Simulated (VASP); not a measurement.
Runs of VASP 6.6.1 on BAs. The structure is that of space group F-43m (No. 216), or close to it. The cells are those of the table. 

| task | cell | cutoff (eV) | smearing | gap on the mesh (eV) | pressure (GPa) |
| --- | --- | --- | --- | --- | --- |
| relaxation of cell and atoms | relaxed from a = 3.371 Å, angles 60.0°, 2 atoms | 600 | gaussian 0.01 eV | 1.08 | 0.0 |
| single point | a = 3.341 Å, angles 60.0°, 2 atoms | 500 | gaussian 0.01 eV | 1.04 | (a) |
| single point | a = 3.371 Å, angles 60.0°, 2 atoms | 520 | gaussian 0.01 eV | 1.07 | 0.9 |
| single point | a = 3.371 Å, angles 60.0°, 2 atoms | 520 | gaussian 0.02 eV | 1.07 | 0.9 |

Alike in all rows: level PBEsol; potentials or basis VASP PAW PBE potentials, release 64 (B, As); no spin polarisation; k mesh 10 × 10 × 10.

Q: Estimate the missing entries.

A: (a) 5.0.

Caveats: the PAW data sets were made with another functional, which shifts forces and pressure a little.

A k mesh can miss the band edges, and the runs leave out spin-orbit coupling on As.
